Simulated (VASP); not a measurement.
# Al7Si9C9N7 (P1) in VASP: single point with PBEsol

Aim: the single point of Al7Si9C9N7 with PBEsol.

All numbers are computed with VASP 6.6.1; they aren't measurements. Logs are shortened: lines on timing, memory, paths and dates and some standing lists are left out, and cuts for length are marked.

## 1. The cell of the first run

The typed cell holds 96 atoms: a = 9.278 Å, b = 10.713 Å, c = 10.039 Å, α = 90.00°, β = 90.00°, γ = 90.00°.

## 2. Single point, PBEsol

The input, INCAR:

```
SYSTEM = Al7Si9C9N7
  ALGO = Normal
  EDIFF = 1E-6
  ENCUT = 520
  GGA = PS
  ISIF = 2
  ISMEAR = -1
  ISYM = 0
  LASPH = .True.
  LCHARG = .False.
  LREAL = Auto
  LWAVE = .False.
  NBANDS = 246
  NELM = 60
  PREC = Accurate
  SIGMA = 0.05
```

The input, KPOINTS:

```
Automatic mesh
0
Gamma
  1 1 1
  0.25 0.25 0.25
```

The input, POSCAR:

```
Al7Si9C9N7
1.0
    9.2779460000      0.0000000000      0.0000000000
    0.0000000000     10.7132490000      0.0000000000
    0.0000000000      0.0000000000     10.0387830000
Si Al N C
27 21 21 27
Direct
    0.1682890000      0.0804820000      0.2510850000
    0.1652140000      0.0835870000      0.7445500000
    0.0015350000      0.3347020000      0.2453130000
    0.9999100000      0.3317340000      0.7494980000
    0.1637190000      0.5821770000      0.2481530000
    0.1669750000      0.5842650000      0.7516270000
    0.0004930000      0.8351700000      0.7474160000
    0.8333340000      0.0854490000      0.2500940000
    0.8318710000      0.0821090000      0.7486280000
    0.6679740000      0.3335190000      0.2500410000
    0.6661340000      0.3310280000      0.7505480000
    0.4974690000      0.5838580000      0.7489360000
    0.3334860000      0.8353250000      0.7455310000
    0.8324990000      0.5817050000      0.2470590000
    0.6669790000      0.8326320000      0.7492920000
    0.0003440000      0.1660710000      0.4980240000
    0.3316510000      0.1668000000      0.5002940000
    0.1690340000      0.4154550000      0.5008490000
    0.0026250000      0.6657350000      0.9995760000
    0.6658110000      0.1680180000      0.5024860000
    0.5017340000      0.4177310000      0.0006510000
    0.3324750000      0.6664790000      0.5001010000
    0.3334970000      0.6628620000      0.0035620000
    0.1646620000      0.9168400000      0.4994370000
    0.1656020000      0.9181240000      0.0035740000
    0.8276690000      0.4186430000      0.4967020000
    0.8342970000      0.9140920000      0.9956060000
    0.5006000000      0.0821040000      0.2514000000
    0.5003580000      0.0840400000      0.7488700000
    0.3315160000      0.3336230000      0.2480010000
    0.3312980000      0.3325310000      0.7493180000
    0.9983430000      0.8338330000      0.2516050000
    0.5030230000      0.5848020000      0.2478830000
    0.3340260000      0.8346010000      0.2493460000
    0.8330400000      0.5821040000      0.7497650000
    0.6703440000      0.8326880000      0.2492820000
    0.9985540000      0.1685560000      0.9992190000
    0.3303250000      0.1668660000      0.0012820000
    0.1653260000      0.4174030000      0.9995470000
    0.9980830000      0.6652740000      0.4996470000
    0.6666730000      0.1660060000      0.9981240000
    0.5013160000      0.4147110000      0.4980730000
    0.8338540000      0.4159890000      0.9991550000
    0.6693130000      0.6677110000      0.4988360000
    0.6672690000      0.6662330000      0.9972370000
    0.4990640000      0.9169070000      0.4996340000
    0.4963710000      0.9163470000      0.9998560000
    0.8329960000      0.9184370000      0.4968070000
    0.9987000000      0.1674960000      0.1870030000
    0.0020120000      0.1668420000      0.6898610000
    0.3336960000      0.1662550000      0.6885930000
    0.9994060000      0.6673660000      0.1896200000
    0.6674570000      0.1659480000      0.6881150000
    0.3355840000      0.6656150000      0.1870890000
    0.8340940000      0.4143030000      0.1866970000
    0.8319690000      0.4174410000      0.6873140000
    0.4983330000      0.9137310000      0.1892840000
    0.4998290000      0.9175140000      0.6940530000
    0.8353300000      0.9168990000      0.6849130000
    0.1669250000      0.0809860000      0.4407230000
    0.1661810000      0.0843780000      0.9393040000
    0.0010390000      0.3319400000      0.4403870000
    0.0017520000      0.3340810000      0.9379780000
    0.3341350000      0.3303520000      0.4391330000
    0.9999930000      0.8354620000      0.9402380000
    0.8322710000      0.0859520000      0.9388340000
    0.4982560000      0.5836260000      0.4399750000
    0.3304300000      0.8320040000      0.9395000000
    0.6645550000      0.8330350000      0.4353150000
    0.3327140000      0.1695690000      0.1863810000
    0.1627950000      0.4180940000      0.1885920000
    0.1688140000      0.4187080000      0.6871170000
    0.9989160000      0.6660630000      0.6898950000
    0.6633900000      0.1692320000      0.1841370000
    0.5003780000      0.4195850000      0.1862080000
    0.5025130000      0.4156980000      0.6886000000
    0.3294770000      0.6673860000      0.6887930000
    0.1661880000      0.9156730000      0.1914830000
    0.1653810000      0.9152450000      0.6902700000
    0.6632280000      0.6668580000      0.1904480000
    0.6654750000      0.6681440000      0.6858450000
    0.8330100000      0.9144440000      0.1867170000
    0.4993200000      0.0820200000      0.4368460000
    0.4986820000      0.0804410000      0.9381360000
    0.3327760000      0.3324960000      0.9367800000
    0.1649750000      0.5817050000      0.4388490000
    0.1658370000      0.5841830000      0.9417450000
    0.0000020000      0.8310170000      0.4390130000
    0.8333030000      0.0814170000      0.4418400000
    0.6689050000      0.3306950000      0.4397880000
    0.6665720000      0.3330100000      0.9389380000
    0.5052160000      0.5829460000      0.9378390000
    0.3328270000      0.8334030000      0.4409270000
    0.8342980000      0.5821930000      0.4413900000
    0.8274330000      0.5810050000      0.9411420000
    0.6656090000      0.8301610000      0.9399240000
```

Potentials or basis: VASP PAW PBE potentials, release 64 (Si, Al, N, C).

Run with:

```
$ cat potpaw_PBE.64/Si/POTCAR potpaw_PBE.64/Al/POTCAR potpaw_PBE.64/N/POTCAR potpaw_PBE.64/C/POTCAR > POTCAR
$ mpirun -np 1 vasp_std > vasp.out
```

OUTCAR:

```text
SYSTEM = Al7Si9C9N7
   EDIFF = 1E-6
   ENCUT = 520
   GGA = PS
   ISIF = 2
   ISMEAR = -1
   ISYM = 0
   LASPH = .True.
   LREAL = Auto
   NELM = 60
   PREC = Accurate

 ion  position               nearest neighbor table
   1  0.168  0.080  0.251-  78 1.86  60 1.90  70 1.91  49 1.94  25 3.03  24 3.05  34 3.05  38 3.07
                            17 3.07  16 3.07  32 3.08  28 3.08  30 3.11   8 3.11  37 3.12   3 3.13
   2  0.165  0.084  0.745-  50 1.84  51 1.88  79 1.88  61 1.96  17 3.03  16 3.04  24 3.04   7 3.07
                             4 3.07  31 3.08  13 3.08   9 3.09  29 3.11  37 3.12  38 3.13  25 3.15
   3  0.002  0.335  0.245-  71 1.83  55 1.87  49 1.88  62 1.96  39 3.03  37 3.05  43 3.05   5 3.05
                            30 3.06  14 3.08   8 3.09  10 3.10  16 3.11  18 3.12  26 3.13   1 3.13
   4  1.000  0.332  0.749-  50 1.87  63 1.89  56 1.91  72 1.93  37 3.06   2 3.07  31 3.07  43 3.08
                            18 3.08  39 3.08  16 3.09   9 3.10  11 3.10  35 3.10   6 3.12  26 3.14
   5  0.164  0.582  0.248-  71 1.86  52 1.87  86 1.91  54 1.93  23 3.04  19 3.04   3 3.05  39 3.06
                            14 3.07  30 3.08  40 3.09  32 3.10  18 3.10  22 3.11  34 3.13  33 3.15
   6  0.167  0.584  0.752-  77 1.86  72 1.89  73 1.89  87 1.91  19 3.05  39 3.06  12 3.07  23 3.08
                            22 3.08  31 3.10  35 3.10  40 3.10  18 3.10   7 3.10  13 3.10   4 3.12
   7  0.000  0.835  0.747-  79 1.85  59 1.87  73 1.90  65 1.94  24 3.05  27 3.05   2 3.07   9 3.07
                            40 3.08  48 3.09  13 3.09  15 3.09   6 3.10  19 3.11  25 3.12  35 3.12
   8  0.833  0.085  0.250-  49 1.88  89 1.93  74 1.93  82 1.94  48 3.06  16 3.06  10 3.07  37 3.08
                            28 3.09  41 3.09   3 3.09  32 3.10  20 3.10  36 3.10   1 3.11  27 3.15
   9  0.832  0.082  0.749-  53 1.87  59 1.88  66 1.91  50 1.91  20 3.05  27 3.06  41 3.07   7 3.07
                            29 3.08  48 3.08  11 3.08  15 3.08   2 3.09  37 3.09  16 3.10   4 3.10
  10  0.668  0.334  0.250-  55 1.88  74 1.88  90 1.91  75 1.92  26 3.03  42 3.06  14 3.07   8 3.07
                            21 3.08  43 3.08  20 3.09   3 3.10  33 3.10  41 3.10  28 3.11  30 3.12
  11  0.666  0.331  0.751-  76 1.87  53 1.88  91 1.89  56 1.90  20 3.04  41 3.05  29 3.06   9 3.08
                            43 3.08  21 3.08  42 3.09   4 3.10  26 3.10  35 3.10  31 3.11  12 3.13
  12  0.497  0.584  0.749-  77 1.90  92 1.90  76 1.90  81 1.91  22 3.06   6 3.07  45 3.08  21 3.09
                            23 3.09  13 3.09  15 3.09  31 3.10  42 3.10  44 3.11  35 3.11  11 3.13
  13  0.333  0.835  0.746-  58 1.85  79 1.86  77 1.89  68 1.95  46 3.04  24 3.05  22 3.06  29 3.08
                             2 3.08   7 3.09  47 3.09  12 3.09  15 3.09   6 3.10
  14  0.832  0.582  0.247-  52 1.89  55 1.89  80 1.90  94 1.95  26 3.06  43 3.06  33 3.06  10 3.07
                             5 3.07  45 3.08   3 3.08  19 3.08  36 3.08  44 3.09  40 3.10  32 3.11
  15  0.667  0.833  0.749-  81 1.87  58 1.88  96 1.91  59 1.92  27 3.05  45 3.06  44 3.07   9 3.08
                            46 3.09  13 3.09   7 3.09  12 3.09  35 3.09  47 3.10  48 3.11  29 3.11
  16  0.000  0.166  0.498-  62 1.87  89 1.88  60 1.88  50 1.93   2 3.04   8 3.06   1 3.07  48 3.07
                            17 3.07  24 3.07   4 3.09   9 3.10  18 3.10  20 3.10   3 3.11  26 3.14
  17  0.332  0.167  0.500-  64 1.86  60 1.88  51 1.89  83 1.91   2 3.03  18 3.06  31 3.07   1 3.07
                            16 3.07  29 3.08  28 3.09  42 3.09  24 3.09  46 3.10  30 3.10  20 3.10
  18  0.169  0.415  0.501-  72 1.87  86 1.89  64 1.89  62 1.90  31 3.05  17 3.06  30 3.08   4 3.08
                            42 3.08  22 3.09  16 3.10   6 3.10   5 3.10  40 3.11   3 3.12
  19  0.003  0.666  1.000-  87 1.84  52 1.91  65 1.91  95 1.95   5 3.04   6 3.05  39 3.06  23 3.07
                            14 3.08  27 3.09  35 3.09  25 3.10  43 3.10  32 3.11  45 3.11   7 3.11
  20  0.666  0.168  0.502-  90 1.85  53 1.86  89 1.91  83 1.92  11 3.04  29 3.05  42 3.05   9 3.05
                            26 3.08  28 3.09  48 3.09  10 3.09  17 3.10   8 3.10  46 3.10  16 3.10
  21  0.502  0.418  0.001-  75 1.86  92 1.88  91 1.88  85 1.92  23 3.06  33 3.06  45 3.07  10 3.08
                            30 3.08  11 3.08  43 3.08  12 3.09  41 3.10  31 3.11  39 3.12  38 3.12
  22  0.332  0.666  0.500-  67 1.88  93 1.88  77 1.89  86 1.90  13 3.06  12 3.06   6 3.08  18 3.09
[... 99 lines left out ...]
  95  0.827  0.581  0.941-  45 1.83  43 1.86  35 1.92  19 1.95
  96  0.666  0.830  0.940-  45 1.85  27 1.89  15 1.91  47 1.92

IMPORTANT INFORMATION: All symmetrisations will be switched off!
NOSYMM: (Re-)initialisation of all symmetry stuff for point group C_1.

[... 266 lines left out ...]
   NFREE  =      0    steps in history (QN), initial steepest desc. (CG)
   ISIF   =      2    stress and relaxation
   ISYM   =      0    0-nonsym 1-usesym 2-fastsym
   POTIM  = 0.5000    time-step for ionic-motion
   TEBEG  =    0.0;   TEEND  =   0.0 temperature during run
   PSTRESS=    0.0 pullay stress
   NELECT =     384.0000    total number of electrons
   NUPDOWN=      -1.0000    fix difference up-down
   EMIN   =  10.00;   EMAX   =-10.00  energy-range for DOS
   EFERMI =   0.00;   METHOD = LEGACY
   ISMEAR =    -1;   SIGMA  =   0.05  broadening in eV -4-tet -1-fermi 0-gaus
   EFERMI_NEDOS =   21; number of points for ismear=-14 and -15
   IALGO  =     38    algorithm
   IMIX   =      4    mixing-type and parameters
     AMIX     =   0.40;   BMIX     =  1.00
     AMIX_MAG =   1.60;   BMIX_MAG =  1.00
  volume/ion in A,a.u.               =      10.39        70.14
  Fermi-wavevector in a.u.,A,eV,Ry     =   1.190786  2.250260 19.292684  1.417972
  Thomas-Fermi vector in A             =   2.326863
   LORBIT       =      0    0 simple, 1 ext, 2 COOP (PROOUT), +10 PAW based schemes
   GGA     = PS    functional components
   LHFCALC =     F    Hartree Fock is set to
   AEXX    =    0.0000 exact exchange contribution
   IVDW    =     0    specifies the selected vdW correction
   LEPSILON=     F    determine dielectric tensor
   LRPA    =     F    only Hartree local field effects (RPA)
 non-spin polarized calculation
  energy-cutoff  :      520.00
  volume of cell :      997.82
 maximum number of plane-waves:     26863
 NGX is ok and might be reduce to    70
   NGX = 35   NGY = 39   NGZ = 37

 number of electron     383.9999998 magnetization

 Free energy of the ion-electron system (eV)
  ---------------------------------------------------
  ext. energy  EPLUGINS =         0.00000000
  ---------------------------------------------------
  free energy    TOTEN  =      -723.63294535 eV

  energy without entropy =     -723.62960904  energy(sigma->0) =     -723.63127719

 E-fermi :   9.1097     XC(G=0): -11.3559

 val. band max:        8.8295217218   @ k =   0.2500  -0.2500  -0.2500
 cond. band min:       9.3977893955   @ k =  -0.2500  -0.2500   0.2500
 fundamental gap:      0.5682676737
 Fermi energy:         9.1097302922

 k-point     1 :       0.2500    0.2500    0.2500
  band No.  band energies     occupation
      1     -11.5471      2.00000
      2     -10.4454      2.00000
      3     -10.0360      2.00000
      4      -9.9021      2.00000
      5      -9.7345      2.00000
      6      -9.3334      2.00000
[... 817 lines left out ...]
    203      10.9347      0.00000
    204      11.0582      0.00000
 [bands above 204 left out]

------------------------ aborting loop because EDIFF is reached ----------------------------------------

  FORCE on cell =-STRESS in cart. coord.  units (eV):
  Direction    XX          YY          ZZ          XY          YZ          ZX
  --------------------------------------------------------------------------------------
  -------------------------------------------------------------------------------------
  Total       14.0638344     22.1081354     21.7155202      1.9138769     -3.6308672     -1.1966528
  in kB       22.5818864     35.4983847     34.8679741      3.0730560     -5.8299770     -1.9214304
  external PRESSURE =      30.9827484 kB  Pullay stress =       0.0000000 kB

 VOLUME and BASIS-vectors are now :
 -----------------------------------------------------------------------------
  energy-cutoff  :      520.00
  volume of cell :      997.82
      direct lattice vectors                 reciprocal lattice vectors
     9.277946000  0.000000000  0.000000000     0.107782477  0.000000000  0.000000000
     0.000000000 10.713249000  0.000000000     0.000000000  0.093342365  0.000000000
     0.000000000  0.000000000 10.038783000     0.000000000  0.000000000  0.099613668

 POSITION                                       TOTAL-FORCE (eV/Angst)
 -----------------------------------------------------------------------------------
      1.56138      0.86222      2.52059         2.727477      0.766004     -2.715370
      1.53285      0.89549      7.47438         2.612535     -0.445411      2.488764
      0.01424      3.58575      2.46264         0.329000      0.914258     -0.800220
      9.27711      3.55395      7.52405         0.571901      3.317067      1.768326
      1.51898      6.23701      2.49115         0.696026      0.082217      0.564459
      1.54919      6.25938      7.54542        -1.233658      1.026978      0.395152
[... 88 lines left out ...]
      7.67688      6.22445      9.44792         4.692258      0.955832      0.630977
      6.17548      8.89372      9.43569         2.635520      3.053622     -2.931500
 -----------------------------------------------------------------------------------
    total drift:                               -0.018887      0.001985     -0.037013

  FREE ENERGIE OF THE ION-ELECTRON SYSTEM (eV)
  ---------------------------------------------------
  free  energy   TOTEN  =      -723.6329453456 eV

  energy  without entropy=     -723.6296090381  energy(sigma->0) =     -723.63127719
```

Wall time 33 min (1 thread of Intel Xeon Platinum 8259CL at 2.50GHz (Skylake/Cascade Lake), shared host); peak memory 1.3 GiB.

Results:

- Free energy: -723.6329 eV
- Pressure: 3.1 GPa
- Largest force: 5.358 eV/Å
- Band gap on the k mesh: 0.57 eV (least direct gap 0.59 eV)

Forces on the atoms (eV/Å):
```
Si   2.727  0.766 -2.715
Si   2.613 -0.445  2.489
Si   0.329  0.914 -0.800
Si   0.572  3.317  1.768
Si   0.696  0.082  0.564
Si  -1.234  1.027  0.395
Si  -0.568 -3.549 -0.620
Si  -2.331 -1.285 -1.332
Si  -1.402 -0.677  1.380
Si  -2.113 -0.438 -1.202
Si  -1.565  2.212  2.118
Si   1.397 -0.213  0.729
Si   1.450 -1.207  0.830
Si  -2.222  1.550  0.362
Si  -1.139 -2.237  1.741
Si  -1.459 -0.662 -1.214
Si   2.636  0.280 -1.111
Si   1.012  1.694 -0.526
Si  -2.671 -2.448 -0.602
Si  -0.787 -0.391 -2.129
Si  -1.221 -1.003 -0.574
Si   0.670 -0.130 -0.785
Si   1.189 -1.221 -0.655
Si  -0.577 -3.925 -1.524
Si   0.990  0.415  0.897
Si  -0.645  1.475  0.277
Si  -2.978 -0.258  2.402
Al  -0.647 -1.035 -2.356
Al  -0.490 -0.610  2.350
Al   1.034 -0.003 -0.781
Al   1.602  0.544  1.803
Al  -0.379 -0.156  0.619
Al  -0.226 -0.436  1.070
Al   1.680 -0.093  0.237
Al  -0.602  1.159  1.222
Al  -2.074 -0.009  0.086
Al   0.398  0.395 -0.117
Al   2.224  0.683 -0.614
Al   1.491 -1.004 -0.621
Al   0.427  0.829  0.676
Al  -2.402 -0.049 -0.152
Al  -0.332  1.828  0.113
Al  -0.526  0.521 -0.724
Al  -1.530  0.700 -1.108
Al   0.315 -0.320  1.566
Al   1.204 -1.417 -0.436
Al   1.182  0.962  1.464
Al  -0.597 -3.346 -1.529
N    0.100  0.652  2.400
N   -0.551 -0.089 -0.520
N   -3.472 -1.508 -2.542
N    0.832 -1.701 -1.224
N    3.051  0.122 -0.874
N   -2.980 -0.116 -1.084
N    1.546 -0.838  2.527
N    1.145 -4.271 -1.182
N    0.050 -0.229 -0.027
N   -0.126 -1.338 -0.298
N    0.048  2.146  2.687
N   -0.951  1.974  1.092
N   -2.041 -2.399 -2.720
N    0.409 -1.520  0.104
N   -0.744 -1.806 -2.743
N   -2.923 -1.410  1.746
N    0.977  1.323 -1.026
N    2.306 -2.110 -3.419
N   -2.170  0.753  0.388
N   -2.510 -0.550 -0.977
N    0.425  1.124  1.659
C   -3.522 -2.541  3.138
C   -2.814  0.693  2.075
C   -3.487 -1.019 -1.259
C    1.951  1.928  1.821
C    3.977  0.746  2.803
C    1.957 -1.487  0.571
C    1.554 -0.184 -0.100
C    0.514  0.417  0.136
C   -0.647  1.971 -2.703
C   -0.145  2.781  0.457
C    3.719 -0.925  0.555
C   -1.446  1.403  1.099
C    1.352  3.754 -2.237
C   -0.412  2.901  4.132
C   -0.476  0.082 -1.363
C    0.326  1.130  0.650
C    2.315 -1.849 -1.439
C    0.247  3.028 -0.296
C    1.676  2.587  1.445
C    1.316  4.021  0.381
C    2.235 -0.703 -0.217
C    0.298  0.342 -2.440
C   -3.876  0.004 -0.687
C   -1.848 -0.476  1.425
C    0.369 -3.608 -2.546
C    4.692  0.956  0.631
C    2.636  3.054 -2.932
```

Caveat: the cell stands under pressure; semilocal functionals underestimate gaps, and a narrow one can read as zero; the PAW data sets were made with another functional, which shifts forces and pressure a little; a shifted mesh leaves out Γ, where band edges can lie. A k mesh can miss the band edges.
